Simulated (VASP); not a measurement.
# Ir in VASP: notebook, part 2 of 3

VASP 6.6.1. The steps go on from the part before.

### Step 4. Electric field gradients, PBE (equal xy, yz and zx shear strains of +3 %)

Contents of INCAR:

```
ALGO = Normal ; EDIFF = 1E-8
ENCUT = 520 ; GGA = PE
ISIF = 2 ; ISMEAR = -1
LASPH = True ; LCHARG = False
LEFG = True ; LREAL = False
LWAVE = False ; NBANDS = 10
NELM = 60 ; PREC = Accurate
SIGMA = 0.05
```

Contents of KPOINTS:

```
k-points
0
Gamma
  15 15 15
```

Contents of POSCAR:

```
Ir
1.0
    0.0575910000      1.9484955000      1.9484955000
    1.9484955000      0.0575910000      1.9484955000
    1.9484955000      1.9484955000      0.0575910000
Ir
1
Direct
    0.0000000000      0.0000000000      0.0000000000
```

Potentials or basis: VASP PAW PBE potentials, release 64 (Ir).

Run with:

```
$ cat potpaw_PBE.64/Ir/POTCAR > POTCAR
$ mpirun -np 1 vasp_std > vasp.out
```

OUTCAR:

```text
EDIFF = 1E-8
   ENCUT = 520
   GGA = PE
   ISIF = 2
   ISMEAR = -1
   LASPH = True
   LREAL = False
   NELM = 60
   PREC = Accurate

 ion  position               nearest neighbor table
   1  0.000  0.000  0.000-

  LATTYP: Found a trigonal (rhomboedric) cell.
 ALAT       =     2.7561905142
 COS(alpha) =     0.5293254421

  Lattice vectors:

 A1 = (   0.0575910000,   1.9484955000,   1.9484955000)
[... 518 lines left out ...]
    total drift:                               -0.000000     -0.000000     -0.000000

  FREE ENERGIE OF THE ION-ELECTRON SYSTEM (eV)
  ---------------------------------------------------
  free  energy   TOTEN  =        -8.8141551603 eV

  energy  without entropy=       -8.8067505452  energy(sigma->0) =       -8.81045285

 Electric field gradients (V/A^2)
---------------------------------------------------------------------
 ion       V_xx      V_yy      V_zz      V_xy      V_xz      V_yz
---------------------------------------------------------------------
   1       0.000     0.000    -0.000    39.674    39.674    39.674
---------------------------------------------------------------------

 Electric field gradients after diagonalization (V/A^2)
 (convention: |V_zz| > |V_xx| > |V_yy|)
----------------------------------------------------------------------
 ion       V_xx      V_yy      V_zz     asymmetry (V_yy - V_xx)/ V_zz
----------------------------------------------------------------------
   1     -39.674   -39.674    79.348       0.000
----------------------------------------------------------------------

           NMR quadrupolar parameters

 Cq : quadrupolar parameter    Cq=e*Q*V_zz/h
 eta: asymmetry parameters     (V_yy - V_xx)/ V_zz
 Q  : nuclear electric quadrupole moment in mb (millibarn)
----------------------------------------------------------------------
 ion       Cq(MHz)       eta       Q (mb)
----------------------------------------------------------------------
   1       0.192       0.000       1.000
----------------------------------------------------------------------
```

OSZICAR:

```text
N       E                     dE             d eps       ncg     rms          rms(c)
DAV:   1     0.476757137922E+02    0.47676E+02   -0.43912E+03  6936   0.821E+02
DAV:   2    -0.845110807015E+01   -0.56127E+02   -0.53319E+02  7048   0.195E+02
DAV:   3    -0.935656020487E+01   -0.90545E+00   -0.90235E+00  8020   0.303E+01
DAV:   4    -0.936503257408E+01   -0.84724E-02   -0.84708E-02  7764   0.271E+00
DAV:   5    -0.936520216742E+01   -0.16959E-03   -0.16959E-03  7888   0.367E-01    0.154E+01
DAV:   6    -0.890775013205E+01    0.45745E+00   -0.78619E-01  7718   0.109E+01    0.634E+00
DAV:   7    -0.882030598873E+01    0.87444E-01   -0.26550E-01  8152   0.583E+00    0.147E+00
DAV:   8    -0.881728710202E+01    0.30189E-02   -0.21198E-03  7396   0.495E-01    0.102E+00
DAV:   9    -0.881414899169E+01    0.31381E-02   -0.20952E-03  7826   0.640E-01    0.158E-02
DAV:  10    -0.881415402981E+01   -0.50381E-05   -0.12005E-05  9554   0.327E-02    0.235E-02
DAV:  11    -0.881415519124E+01   -0.11614E-05   -0.91214E-07  7606   0.106E-02    0.887E-04
DAV:  12    -0.881415514049E+01    0.50756E-07   -0.13564E-08  7648   0.108E-03    0.873E-04
DAV:  13    -0.881415515707E+01   -0.16586E-07   -0.22453E-09  3976   0.295E-04    0.628E-05
DAV:  14    -0.881415516030E+01   -0.32295E-08   -0.84396E-11  3606   0.115E-04
   1 F= -.88141552E+01 E0= -.88104529E+01  d E =-.740462E-02
```

stdout:

```text
POSCAR found type information on POSCAR Ir
 POSCAR found :  1 types and       1 ions
 scaLAPACK will be used
 LDA part: xc-table for (Slater+PW92), standard interpolation
 POSCAR, INCAR and KPOINTS ok, starting setup
 FFT: planning ... GRIDC
 FFT: planning ... GRID_SOFT
 FFT: planning ... GRID
 WAVECAR not read
 entering main loop
ion   1
```

It took 26 s on 1 thread of AMD EPYC 9R14 (Zen 4), shared host; peak memory 0.14 GiB.

Results:

```yaml
Free_energy: -8.8142 eV
Pressure: 10.9 GPa
```

Stress tensor (GPa, compression positive):
```
10.91 -8.65 -8.65
-8.65 10.91 -8.65
-8.65 -8.65 10.91
```

Electric field gradients, principal values (V/Å²):
| atom | least | middle | greatest (by size) |
| --- | --- | --- | --- |
| 1 Ir | -39.674 | -39.674 | 79.348 |

Caveat: the cell differs from its parent crystal (equal xy, yz and zx shear strains of +3 %); without QUAD_EFG the Cq values of the log hold for a quadrupole moment of 1 mb, not for the nuclei.

### Step 5. Electric field gradients, PBE (zz strain of +1 %)

Contents of INCAR:

```
SYSTEM = Ir
ALGO = Normal
EDIFF = 1E-8
ENCUT = 520
GGA = PE
ISIF = 2
ISMEAR = -1
LASPH = .True.
LCHARG = .False.
LEFG = .True.
LREAL = .False.
LWAVE = .False.
NBANDS = 10
NELM = 80
PREC = Accurate
SIGMA = 0.05
```

Contents of KPOINTS:

```
k-points
0
Gamma
  15 15 15
  0 0 0
```

Contents of POSCAR:

```
Ir
1.0
    0.0000000000      1.9197000000      1.9388970000
    1.9197000000      0.0000000000      1.9388970000
    1.9197000000      1.9197000000      0.0000000000
Ir
1
Direct
    0.0000000000      0.0000000000      0.0000000000
```

Potentials or basis: VASP PAW PBE potentials, release 64 (Ir).

Run with:

```
$ cat potpaw_PBE.64/Ir/POTCAR > POTCAR
$ mpirun -np 1 vasp_std > vasp.out
```

OUTCAR:

```text
SYSTEM = Ir
   EDIFF = 1E-8
   ENCUT = 520
   GGA = PE
   ISIF = 2
   ISMEAR = -1
   LASPH = .True.
   LREAL = .False.
   NELM = 80
   PREC = Accurate

 ion  position               nearest neighbor table
   1  0.000  0.000  0.000-

  LATTYP: Found a body centered tetragonal cell.
 ALAT       =     2.7148657757
 C/A-ratio  =     1.4283556980

  Lattice vectors:

 A1 = (  -1.9197000000,   0.0000000000,   1.9388970000)
 A2 = (   1.9197000000,   0.0000000000,   1.9388970000)
 A3 = (   0.0000000000,   1.9197000000,  -1.9388970000)

Analysis of symmetry for initial positions (statically):
=====================================================================
 Subroutine PRICEL returns:
 Original cell was already a primitive cell.

 Routine SETGRP: Setting up the symmetry group for a
 body centered tetragonal supercell.

 Subroutine GETGRP returns: Found 16 space group operations
 (whereof 16 operations were pure point group operations)
 out of a pool of 16 trial point group operations.

The static configuration has the point symmetry D_4h.

Analysis of symmetry for dynamics (positions and initial velocities):
=====================================================================
 Subroutine PRICEL returns:
 Original cell was already a primitive cell.

 Routine SETGRP: Setting up the symmetry group for a
 body centered tetragonal supercell.

 Subroutine GETGRP returns: Found 16 space group operations
 (whereof 16 operations were pure point group operations)
 out of a pool of 16 trial point group operations.

The dynamic configuration has the point symmetry D_4h.

 Subroutine INISYM returns: Found 16 space group operations
 (whereof 16 operations are pure point group operations),
 and found     1 'primitive' translations

[... 150 lines left out ...]
      3       6.4473      2.00000
      4       6.4473      2.00000
      5       8.9629      2.00000
      6       9.1348      2.00000
      7      24.5789      0.00000
      8      29.8966      0.00000
      9      30.2086      0.00000
     10      30.2086      0.00000
[... 287 lines left out ...]
 k-point    24 :       0.2000    0.1333    0.0000
  band No.  band energies     occupation
      1       0.8368      2.00000
      2       5.3243      2.00000
      3       7.1780      2.00000
      4       7.3167      2.00000
      5       8.0053      2.00000
      6       9.5726      2.00000
      7      27.2201      0.00000
      8      27.3061      0.00000
      9      30.3757      0.00000
     10      30.8682      0.00000

 [... further k-points ...]
[... 5 lines left out ...]
  --------------------------------------------------------------------------------------
  -------------------------------------------------------------------------------------
  Total        0.6205089      0.6205089      0.2792559      0.0000000      0.0000000     -0.0000000
  in kB       69.5676166     69.5676166     31.3084433      0.0000000      0.0000000     -0.0000000
  external PRESSURE =      56.8145588 kB  Pullay stress =       0.0000000 kB

 VOLUME and BASIS-vectors are now :
 -----------------------------------------------------------------------------
  energy-cutoff  :      520.00
  volume of cell :       14.29
      direct lattice vectors                 reciprocal lattice vectors
     0.000000000  1.919700000  1.938897000    -0.260457363  0.260457363  0.257878577
     1.919700000  0.000000000  1.938897000     0.260457363 -0.260457363  0.257878577
     1.919700000  1.919700000  0.000000000     0.260457363  0.260457363 -0.257878577

 POSITION                                       TOTAL-FORCE (eV/Angst)
 -----------------------------------------------------------------------------------
      0.00000      0.00000      0.00000        -0.000000      0.000000      0.000000
 -----------------------------------------------------------------------------------
    total drift:                                0.000000     -0.000000     -0.000000

  FREE ENERGIE OF THE ION-ELECTRON SYSTEM (eV)
  ---------------------------------------------------
  free  energy   TOTEN  =        -8.8542667135 eV

  energy  without entropy=       -8.8461492792  energy(sigma->0) =       -8.85020800

 Electric field gradients (V/A^2)
---------------------------------------------------------------------
 ion       V_xx      V_yy      V_zz      V_xy      V_xz      V_yz
---------------------------------------------------------------------
   1      -3.784    -3.784     7.568     0.000     0.000     0.000
---------------------------------------------------------------------

 Electric field gradients after diagonalization (V/A^2)
 (convention: |V_zz| > |V_xx| > |V_yy|)
----------------------------------------------------------------------
 ion       V_xx      V_yy      V_zz     asymmetry (V_yy - V_xx)/ V_zz
----------------------------------------------------------------------
   1      -3.784    -3.784     7.568       0.000
----------------------------------------------------------------------

           NMR quadrupolar parameters

 Cq : quadrupolar parameter    Cq=e*Q*V_zz/h
 eta: asymmetry parameters     (V_yy - V_xx)/ V_zz
 Q  : nuclear electric quadrupole moment in mb (millibarn)
----------------------------------------------------------------------
 ion       Cq(MHz)       eta       Q (mb)
----------------------------------------------------------------------
   1       0.018       0.000       1.000
----------------------------------------------------------------------
```

OSZICAR:

```text
N       E                     dE             d eps       ncg     rms          rms(c)
DAV:   1     0.481831882700E+02    0.48183E+02   -0.43739E+03  5808   0.818E+02
DAV:   2    -0.850886683323E+01   -0.56692E+02   -0.53865E+02  5900   0.197E+02
DAV:   3    -0.940610766228E+01   -0.89724E+00   -0.89411E+00  6708   0.300E+01
DAV:   4    -0.941438690988E+01   -0.82792E-02   -0.82777E-02  6492   0.269E+00
DAV:   5    -0.941455934571E+01   -0.17244E-03   -0.17243E-03  6564   0.371E-01    0.148E+01
DAV:   6    -0.894660179937E+01    0.46796E+00   -0.82281E-01  6446   0.111E+01    0.604E+00
DAV:   7    -0.886034995318E+01    0.86252E-01   -0.26710E-01  6848   0.583E+00    0.146E+00
DAV:   8    -0.885777607997E+01    0.25739E-02   -0.20775E-03  6226   0.474E-01    0.109E+00
DAV:   9    -0.885426171088E+01    0.35144E-02   -0.22157E-03  6458   0.655E-01    0.160E-02
DAV:  10    -0.885426555625E+01   -0.38454E-05   -0.12807E-05  8066   0.339E-02    0.263E-02
DAV:  11    -0.885426668941E+01   -0.11332E-05   -0.10763E-06  6338   0.117E-02    0.129E-03
DAV:  12    -0.885426666447E+01    0.24940E-07   -0.14206E-08  6568   0.109E-03    0.117E-03
DAV:  13    -0.885426671198E+01   -0.47510E-07   -0.29428E-09  3372   0.339E-04    0.376E-05
DAV:  14    -0.885426671347E+01   -0.14883E-08   -0.10351E-10  3082   0.127E-04
   1 F= -.88542667E+01 E0= -.88502080E+01  d E =-.811743E-02
```

Run time: 29 s. Hardware: 1 thread of Intel Xeon Platinum 8375C at 2.90GHz (Ice Lake), shared host; peak memory 0.16 GiB.

Results:

- Free energy: -8.8543 eV
- Pressure: 5.7 GPa

Stress tensor (GPa, compression positive):
```
6.96 0.00 0.00
0.00 6.96 0.00
0.00 0.00 3.13
```

Electric field gradients, principal values (V/Å²):
| atom | least | middle | greatest (by size) |
| --- | --- | --- | --- |
| 1 Ir | -3.784 | -3.784 | 7.568 |

Caveat: the cell differs from its parent crystal (zz strain of +1 %); without QUAD_EFG the Cq values of the log hold for a quadrupole moment of 1 mb, not for the nuclei.

[end of part 2 of 3]
